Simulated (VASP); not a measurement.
# InTe4W (P4/mmm) in VASP: further runs, part 2 of 3

VASP 6.6.1. Earlier steps stand in the parts before.

## 3. Single point, PBE

This run uses another cell than the first one, of 29.01 Å³/atom.

INCAR

```
PREC     = Accurate       # precision mode
ENCUT    = 520            # plane-wave cutoff, eV
EDIFF    = 1E-7           # SCF threshold, eV
ISMEAR   = 0              # smearing method
SIGMA    = 0.1            # smearing width, eV
LREAL    = False          # projectors in reciprocal space
LASPH    = True           # aspherical terms in the spheres
NELM     = 60             # most SCF steps
ALGO     = Normal         # electronic algorithm
ISIF     = 2              # what is computed and relaxed
LWAVE    = False          # write WAVECAR
LCHARG   = True           # write CHGCAR
GGA      = PE             # functional
LELF     = True           # ELF
LVHAR    = True         
NBANDS   = 34             # bands
```

KPOINTS

```
Automatic mesh
0
Gamma
  6 6 2
```

POSCAR

```
InTe4W
1.0
    3.2651787576      0.0000000000      0.0000000000
    0.0000000000      3.2651787576      0.0000000000
    0.0000000000      0.0000000000     16.3235829892
In Te W
1 4 1
Direct
    0.0000000000      0.0000000000      0.0000000000
    0.5000000000      0.5000000000      0.1683124966
    0.0000000000      0.0000000000      0.6044678539
    0.0000000000      0.0000000000      0.3955321461
    0.5000000000      0.5000000000      0.8316875034
    0.5000000000      0.5000000000      0.5000000000
```

Potentials or basis: VASP PAW PBE potentials, release 64 (In_d, Te, W_sv).

Command:

```bash
$ cat potpaw_PBE.64/In_d/POTCAR potpaw_PBE.64/Te/POTCAR potpaw_PBE.64/W_sv/POTCAR > POTCAR
$ mpirun -np 1 vasp_std > vasp.out
```

OUTCAR:

```text
PREC = Accurate
   ENCUT = 520
   EDIFF = 1E-7
   ISMEAR = 0
   LREAL = False
   LASPH = True
   NELM = 60
   ISIF = 2
   GGA = PE

 ion  position               nearest neighbor table
   1  0.000  0.000  0.000-   2 3.59   5 3.59   2 3.59   5 3.59   2 3.59   5 3.59   2 3.59   5 3.59

   2  0.500  0.500  0.168-   1 3.59   1 3.59   1 3.59   1 3.59
   3  0.000  0.000  0.604-   6 2.87   6 2.87   6 2.87   6 2.87   4 3.41
   4  0.000  0.000  0.396-   6 2.87   6 2.87   6 2.87   6 2.87   3 3.41
   5  0.500  0.500  0.832-   1 3.59   1 3.59   1 3.59   1 3.59
   6  0.500  0.500  0.500-   3 2.87   4 2.87   3 2.87   4 2.87   3 2.87   4 2.87   3 2.87   4 2.87

  LATTYP: Found a simple tetragonal cell.
 ALAT       =     3.2651787576
 C/A-ratio  =     4.9992922903

  Lattice vectors:

 A1 = (   3.2651787576,   0.0000000000,   0.0000000000)
 A2 = (   0.0000000000,   3.2651787576,   0.0000000000)
 A3 = (   0.0000000000,   0.0000000000,  16.3235829892)

Analysis of symmetry for initial positions (statically):
=====================================================================
 Subroutine PRICEL returns:
 Original cell was already a primitive cell.

 Routine SETGRP: Setting up the symmetry group for a
 simple tetragonal supercell.

 Subroutine GETGRP returns: Found 16 space group operations
 (whereof 16 operations were pure point group operations)
 out of a pool of 16 trial point group operations.

The static configuration has the point symmetry D_4h.

Analysis of symmetry for dynamics (positions and initial velocities):
=====================================================================
 Subroutine PRICEL returns:
 Original cell was already a primitive cell.

 Routine SETGRP: Setting up the symmetry group for a
 simple tetragonal supercell.

 Subroutine GETGRP returns: Found 16 space group operations
 (whereof 16 operations were pure point group operations)
 out of a pool of 16 trial point group operations.

The dynamic configuration has the point symmetry D_4h.

 Subroutine INISYM returns: Found 16 space group operations
 (whereof 16 operations are pure point group operations),
 and found     1 'primitive' translations

----------------------------------------------------------------------------------------

                                     Primitive cell

  volume of cell :     174.0321

  direct lattice vectors                    reciprocal lattice vectors
     3.265178758  0.000000000  0.000000000     0.306261946  0.000000000  0.000000000
     0.000000000  3.265178758  0.000000000     0.000000000  0.306261946  0.000000000
     0.000000000  0.000000000 16.323582989     0.000000000  0.000000000  0.061261060

  length of vectors
     3.265178758  3.265178758 16.323582989     0.306261946  0.306261946  0.061261060

  position of ions in fractional coordinates (direct lattice)
     0.000000000  0.000000000  0.000000000
     0.500000000  0.500000000  0.168312497
     0.000000000  0.000000000  0.604467854
     0.000000000  0.000000000  0.395532146
     0.500000000  0.500000000  0.831687503
     0.500000000  0.500000000  0.500000000

  ion indices of the primitive-cell ions
[... 30 lines left out ...]
 ===========================================

 Found     20 irreducible k-points:

 Following reciprocal coordinates:
            Coordinates               Weight
  0.000000  0.000000  0.000000      1.000000
  0.166667  0.000000  0.000000      4.000000
  0.333333  0.000000  0.000000      4.000000
  0.500000  0.000000  0.000000      2.000000
  0.166667  0.166667  0.000000      4.000000
  0.333333  0.166667  0.000000      8.000000
[... 12 lines left out ...]
  0.500000  0.333333  0.500000      4.000000
  0.500000  0.500000  0.500000      1.000000
   k-points           NKPTS =     20   k-points in BZ     NKDIM =     20   number of bands    NBANDS=     34
   number of dos      NEDOS =    301   number of ions     NIONS =      6
   total plane-waves  NPLWV =  72576
   dimension x,y,z NGX =    24 NGY =   24 NGZ =  126
   dimension x,y,z NGXF=    48 NGYF=   48 NGZF=  252
   ions per type =               1   4   1
   NGX,Y,Z   is equivalent  to a cutoff of  12.22, 12.22, 12.83 a.u.
   NGXF,Y,Z  is equivalent  to a cutoff of  24.44, 24.44, 25.66 a.u.
 SYSTEM =  unknown system
   PREC   = accura    normal or accurate (medium, high low for compatibility)
   ISTART =      0    job   : 0-new  1-cont  2-samecut
   ICHARG =      2    charge: 1-file 2-atom 10-const
   ISPIN  =      1    spin polarized calculation?
   LNONCOLLINEAR =      F non collinear calculations
   LSORBIT =      F    spin-orbit coupling
   LASPH  =      T    aspherical Exc in radial PAW
   ENCUT  =  520.0 eV  38.22 Ry    6.18 a.u.   6.07  6.07 30.35*2*pi/ulx,y,z
   NELM   =     60;   NELMIN=  2; NELMDL= -5     # of ELM steps
   EDIFF  = 0.1E-06   stopping-criterion for ELM
   LREAL  =      F    real-space projection
   EDIFFG = 0.1E-05   stopping-criterion for IOM
   NSW    =      0    number of steps for IOM
   IBRION =     -1    ionic relax: 0-MD 1-quasi-New 2-CG
   NFREE  =      0    steps in history (QN), initial steepest desc. (CG)
   ISIF   =      2    stress and relaxation
   ISYM   =      2    0-nonsym 1-usesym 2-fastsym
   POTIM  = 0.5000    time-step for ionic-motion
   TEBEG  =    0.0;   TEEND  =   0.0 temperature during run
   PSTRESS=    0.0 pullay stress
   NELECT =      51.0000    total number of electrons
   NUPDOWN=      -1.0000    fix difference up-down
   EMIN   =  10.00;   EMAX   =-10.00  energy-range for DOS
   EFERMI =   0.00;   METHOD = LEGACY
   ISMEAR =     0;   SIGMA  =   0.10  broadening in eV -4-tet -1-fermi 0-gaus
   EFERMI_NEDOS =   21; number of points for ismear=-14 and -15
   IALGO  =     38    algorithm
   IMIX   =      4    mixing-type and parameters
     AMIX     =   0.40;   BMIX     =  1.00
     AMIX_MAG =   1.60;   BMIX_MAG =  1.00
  volume/ion in A,a.u.               =      29.01       195.74
  Fermi-wavevector in a.u.,A,eV,Ry     =   1.087398  2.054884 16.087989  1.182434
  Thomas-Fermi vector in A             =   2.223556
   LORBIT       =      0    0 simple, 1 ext, 2 COOP (PROOUT), +10 PAW based schemes
   GGA     = PE    functional components
   LHFCALC =     F    Hartree Fock is set to
   AEXX    =    0.0000 exact exchange contribution
   IVDW    =     0    specifies the selected vdW correction
   LEPSILON=     F    determine dielectric tensor
   LRPA    =     F    only Hartree local field effects (RPA)
 non-spin polarized calculation
 Gauss-broadening in eV      SIGMA  =   0.10
  energy-cutoff  :      520.00
  volume of cell :      174.03
 maximum number of plane-waves:      4728
   NGX = 13   NGY = 13   NGZ = 61

 number of electron      50.9999994 magnetization

 Free energy of the ion-electron system (eV)
  ---------------------------------------------------
  ext. energy  EPLUGINS =         0.00000000
  ---------------------------------------------------
  free energy    TOTEN  =       -27.17251731 eV

  energy without entropy =      -27.15662199  energy(sigma->0) =      -27.16456965

 E-fermi :   6.8027     XC(G=0):  -9.7614

 val. band max:        6.7578306981   @ k =   0.5000   0.5000   0.0000
 cond. band min:       6.8175733663   @ k =   0.5000   0.5000   0.5000
 fundamental gap:      0.0597426682
 Fermi energy:         6.8027306984

 k-point     1 :       0.0000    0.0000    0.0000
  band No.  band energies     occupation
      1     -67.5105      2.00000
      2     -31.6905      2.00000
      3     -31.6905      2.00000
      4     -31.6465      2.00000
      5      -7.8484      2.00000
      6      -7.6607      2.00000
[... 729 lines left out ...]
     33       9.3243      0.00000
     34       9.3368      0.00000

------------------------ aborting loop because EDIFF is reached ----------------------------------------

  FORCE on cell =-STRESS in cart. coord.  units (eV):
  Direction    XX          YY          ZZ          XY          YZ          ZX
  --------------------------------------------------------------------------------------
  -------------------------------------------------------------------------------------
  Total        0.0315693      0.0315693      0.1974889      0.0000000      0.0000000     -0.0000000
  in kB        0.2906341      0.2906341      1.8181256      0.0000000      0.0000000     -0.0000000
  external PRESSURE =       0.7997979 kB  Pullay stress =       0.0000000 kB

 VOLUME and BASIS-vectors are now :
 -----------------------------------------------------------------------------
  energy-cutoff  :      520.00
  volume of cell :      174.03
      direct lattice vectors                 reciprocal lattice vectors
     3.265178758  0.000000000  0.000000000     0.306261946  0.000000000  0.000000000
     0.000000000  3.265178758  0.000000000     0.000000000  0.306261946  0.000000000
     0.000000000  0.000000000 16.323582989     0.000000000  0.000000000  0.061261060

 POSITION                                       TOTAL-FORCE (eV/Angst)
 -----------------------------------------------------------------------------------
      0.00000      0.00000      0.00000         0.000000      0.000000      0.000000
      1.63259      1.63259      2.74746         0.000000      0.000000      0.010247
      0.00000      0.00000      9.86708         0.000000      0.000000      0.038964
      0.00000      0.00000      6.45650         0.000000      0.000000     -0.038964
      1.63259      1.63259     13.57612        -0.000000     -0.000000     -0.010247
      1.63259      1.63259      8.16179         0.000000      0.000000      0.000000
 -----------------------------------------------------------------------------------
    total drift:                                0.000000     -0.000000     -0.000000

  FREE ENERGIE OF THE ION-ELECTRON SYSTEM (eV)
  ---------------------------------------------------
  free  energy   TOTEN  =       -27.1725173136 eV

  energy  without entropy=      -27.1566219882  energy(sigma->0) =      -27.16456965
```

Run time: 72 s. Hardware: 1 thread of Intel Xeon 6975P-C (Granite Rapids), shared host; peak memory 0.32 GiB.

Results:

```
Free energy            : -27.1725 eV
Pressure               : 0.1 GPa
Largest force          : 0.039 eV/Å
Band gap on the k mesh : zero (an odd number of electrons rules out a gap without spin polarisation)
```

Forces on the atoms (eV/Å):
```
In   0.000  0.000  0.000
Te   0.000  0.000  0.010
Te   0.000  0.000  0.039
Te   0.000  0.000 -0.039
Te   0.000  0.000 -0.010
W    0.000  0.000  0.000
```

Caveat: spin-orbit coupling is left out, which moves the levels of the heavy elements; this functional lacks dispersion, which binds the layers, so the pressure and a relaxed spacing across them are unreliable.

## 4. Single point, PBE

This run uses another cell than the first one, of 31.40 Å³/atom.

INCAR

```
SYSTEM = InTe4W
  PREC = Accurate
  ENCUT = 520
  EDIFF = 1E-7
  ISMEAR = 0
  SIGMA = 0.1
  LREAL = .False.
  LASPH = .True.
  NELM = 100
  ALGO = Normal
  ISIF = 2
  LWAVE = .False.
  LCHARG = .True.
  GGA = PE
  LELF = .True.
  LVHAR = .True.
  NBANDS = 34
```

KPOINTS

```
regular mesh
0
Gamma
  4 4 2
  0 0 0
```

POSCAR

```
InTe4W
1.0
    3.7767528200      0.0000000000      0.0000000000
    0.0000000000      3.7767528200      0.0000000000
    0.0000000000      0.0000000000     13.2088051600
In Te W
1 4 1
Direct
    0.0000000000      0.0000000000      0.0000000000
    0.5000000000      0.5000000000      0.1703388400
    0.0000000000      0.0000000000      0.6526067300
    0.0000000000      0.0000000000      0.3473932700
    0.5000000000      0.5000000000      0.8296611600
    0.5000000000      0.5000000000      0.5000000000
```

Command:

```bash
$ cat potpaw_PBE.64/In_d/POTCAR potpaw_PBE.64/Te/POTCAR potpaw_PBE.64/W_sv/POTCAR > POTCAR
$ mpirun -np 1 vasp_std > vasp.out
```

Wall time 60 s (1 thread of Intel Xeon 6975P-C (Granite Rapids), shared host); peak memory 0.3 GiB.

The run converged. Its results:

```
Free energy            : -23.7882 eV
Pressure               : -10.4 GPa
Largest force          : 2.514 eV/Å
Band gap on the k mesh : zero (an odd number of electrons rules out a gap without spin polarisation)
```

Forces on the atoms (eV/Å):
```
In   0.000  0.000  0.000
Te   0.000  0.000 -0.513
Te   0.000  0.000 -2.514
Te   0.000  0.000  2.514
Te   0.000  0.000  0.513
W    0.000  0.000  0.000
```

Stress tensor (GPa, compression positive):
```
-11.77   0.00   0.00
  0.00 -11.77   0.00
  0.00   0.00  -7.78
```

Levels at points of the mesh, in eV from the Fermi level:
```tsv
k point	band 23	band 24	band 25	band 26	band 27	band 28
(0.00, 0.00, 0.00)	-0.45	0.06	0.06	0.09	0.38	0.38
(0.50, 0.00, 0.00)	-0.48	-0.43	0.05	0.37	0.48	0.58
(0.50, 0.50, 0.00)	-2.41	-2.02	-1.14	-1.06	-0.36	1.14
(0.00, 0.00, 0.50)	-0.44	-0.21	-0.21	0.41	0.67	0.67
(0.50, 0.00, 0.50)	-0.50	-0.34	0.05	0.37	0.51	0.55
(0.50, 0.50, 0.50)	-2.16	-1.78	-1.62	-0.82	-0.01	0.54
```

Caveat: the k points lie up to 0.42 Å⁻¹ apart, too coarse for converged energies and pressures of a metal; spin-orbit coupling is left out, which moves the levels of the heavy elements; forces of over 1 eV/Å act on the atoms, so gaps and moduli don't describe the material at rest.

## 5. Relaxation of cell and atoms, PBE

INCAR

```
PREC = Accurate ; ENCUT = 600
EDIFF = 1E-6 ; ISMEAR = 0
SIGMA = 0.1 ; LREAL = False
LASPH = True ; NELM = 80
ALGO = Normal ; ISIF = 3
LWAVE = False ; LCHARG = False
GGA = PE ; IBRION = 2
NSW = 90 ; EDIFFG = -0.04
```

KPOINTS

```
regular mesh
0
Gamma
  6 6 2
```

POSCAR

```
InTe4W
1.0
    3.3121492325      0.0000000000      0.0000000000
    0.0000000000      3.3121492325      0.0000000000
    0.0000000000      0.0000000000     14.9318062044
In Te W
1 4 1
Direct
    0.0000000000      0.0000000000      0.0000000000
    0.5000000000      0.5000000000      0.1567136351
    0.0000000000      0.0000000000      0.6124714406
    0.0000000000      0.0000000000      0.3875285594
    0.5000000000      0.5000000000      0.8432863649
    0.5000000000      0.5000000000      0.5000000000
```

Command:

```bash
$ cat potpaw_PBE.64/In_d/POTCAR potpaw_PBE.64/Te/POTCAR potpaw_PBE.64/W_sv/POTCAR > POTCAR
$ mpirun -np 1 vasp_std > vasp.out
```

It took 17 min on 1 thread of Intel Xeon 6975P-C (Granite Rapids), shared host; peak memory 0.39 GiB.

It converged, with:

- Free energy: -27.1704 eV
- Relaxed volume: 29.35 Å³/atom
- Relaxed cell: a = 3.264 Å, b = 3.264 Å, c = 16.529 Å, α = 90.00°, β = 90.00°, γ = 90.00°
- Space group after relaxing (to 0.1 Å): P4/mmm (No. 123)
- Energy gained by relaxing: 24.0 meV/atom
- Ionic steps: 19
- Pressure after relaxing: 0.0 GPa
- Largest force after relaxing: 0.039 eV/Å
- Band gap on the k mesh: zero (an odd number of electrons rules out a gap without spin polarisation)

Forces on the atoms (eV/Å):
```
In   0.000  0.000  0.000
Te   0.000  0.000 -0.004
Te   0.000  0.000  0.039
Te   0.000  0.000 -0.039
Te   0.000  0.000  0.004
W    0.000  0.000  0.000
```

Stress tensor (GPa, compression positive):
```
 0.02  0.00  0.00
 0.00  0.02  0.00
 0.00  0.00 -0.08
```

The path:
```tsv
step	energy change (eV)	largest force (eV/Å)	pressure (GPa)	volume (Å³)
1	0.0000	0.2215	1.18	163.81
2	-0.0160	0.3716	-0.89	168.62
3	-0.0193	0.2206	-0.31	167.20
4	-0.0329	0.2709	-0.15	167.38
5	-0.0421	0.3366	0.10	167.58
6	-0.0434	0.3592	0.22	167.66
7	-0.0564	0.2484	0.28	168.34
8	-0.0873	0.1894	0.41	170.40
9	-0.0643	0.9698	0.82	174.53
10	-0.0947	0.4083	0.51	171.76
11	-0.0984	0.4259	0.48	172.16
12	-0.1071	0.4801	0.39	173.38
13	-0.1124	0.5854	0.23	175.82
14	-0.1226	0.4753	0.10	176.07
15	-0.1406	0.1510	-0.24	176.83
16	-0.1426	0.0159	-0.40	177.18
17	-0.1437	0.0212	-0.22	176.66
18	-0.1441	0.0404	-0.01	176.10
19	-0.1441	0.0394	-0.01	176.12
```

Final structure:
```
In Te W
1.0
     3.26428    0.00000    0.00000
     0.00000    3.26428    0.00000
     0.00000    0.00000   16.52875
In Te W
1 4 1
Direct
  0.00000 0.00000 0.00000
  0.50000 0.50000 0.16729
  0.00000 0.00000 0.60318
  0.00000 0.00000 0.39682
  0.50000 0.50000 0.83271
  0.50000 0.50000 0.50000
```

Levels at points of the mesh, in eV from the Fermi level:
```tsv
k point	band 22	band 23	band 24	band 25	band 26	band 27	band 28	band 29
(0.00, 0.00, 0.00)	-0.29	0.33	0.33	0.88	1.83	1.83	1.93	1.93
(0.50, 0.00, 0.00)	-2.32	-2.06	-1.43	0.04	0.87	2.04	2.20	2.21
(0.50, 0.50, 0.00)	-3.25	-1.55	-1.22	-0.22	-0.02	0.35	0.69	0.69
(0.00, 0.00, 0.50)	-0.55	0.33	0.33	0.88	1.82	1.82	1.94	1.94
(0.50, 0.00, 0.50)	-2.40	-2.06	-1.41	0.04	0.94	2.09	2.13	2.21
(0.50, 0.50, 0.50)	-3.25	-1.55	-1.22	-0.26	0.03	0.36	0.68	0.68
```

Caveat: spin-orbit coupling is left out, which moves the levels of the heavy elements; this functional lacks dispersion, which binds the layers, so the pressure and a relaxed spacing across them are unreliable.

[end of part 2 of 3]
